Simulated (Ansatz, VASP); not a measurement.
Given: the input of a run of VASP 6.6.1 on InP.

INCAR

```
  ALGO = Normal
  EDIFF = 1E-6
  ENCUT = 500
  GGA = PE
  GGA_COMPAT = F
  ISIF = 2
  ISMEAR = -1
  LASPH = T
  LCHARG = F
  LREAL = F
  LWAVE = F
  NBANDS = 16
  NELM = 120
  PREC = Accurate
  SIGMA = 0.05
```

File KPOINTS:

```
k-points
0
Gamma
  6 6 6
```

Contents of POSCAR:

```
InP
1.0
    0.0000000000      2.9305000000      2.9305000000
    2.9305000000      0.0000000000      2.9305000000
    2.9305000000      2.9305000000      0.0000000000
In P
1 1
Direct
    0.0000000000      0.0000000000      0.0000000000
    0.7500000000      0.7500000000      0.7500000000
```

Potentials or basis: VASP PAW PBE potentials, release 64 (In_d, P).

Launch:

```console
$ cat potpaw_PBE.64/In_d/POTCAR potpaw_PBE.64/P/POTCAR > POTCAR
$ mpirun -np 1 vasp_std > vasp.out
```

Q: Translate it to Ansatz 0.2.0. Potentials there: all-electron PAW datasets made for the crystal.

A: As run (the cutoff follows the program's own potentials):

Contents of input.yaml:

```yaml
crystal:
  lattice:
    - [0.0, 2.9305, 2.9305]
    - [2.9305, 0.0, 2.9305]
    - [2.9305, 2.9305, 0.0]
  atoms:
    - { symbol: In, position: [0.0, 0.0, 0.0] }
    - { symbol: P, position: [0.75, 0.75, 0.75] }
kpoints:
  mp_grid: { grid: [6, 6, 6] }
scf:
  occupations: { method: fermi_dirac, width: 0.05 }
hamiltonian:
  xc: pbe
  pseudopotentials: { kind: all_electron, datasets: crystal }
output:
  forces: true
  stress: true
  eigenvalues: true
```

Potentials or basis: all-electron PAW datasets made for the crystal.

Run with:

```sh
$ ansatz run input.yaml --threads 1 --pin off --max-ram 3072MiB --backend cpu --events-out ev --progress --plain --runs-dir out
```

Both were run:

|  | VASP | Ansatz | Ansatz less VASP |
| --- | --- | --- | --- |
| gap on the k mesh at the Fermi level (eV) | 0.71 | 0.71 | +0.002 |
| least direct gap on the mesh (eV) | 0.71 | 0.71 | +0.002 |
| pressure (GPa) | 3.3 | 3.3 | +0.06 |

Ansatz ran all-electron here, and VASP with PAW potentials.
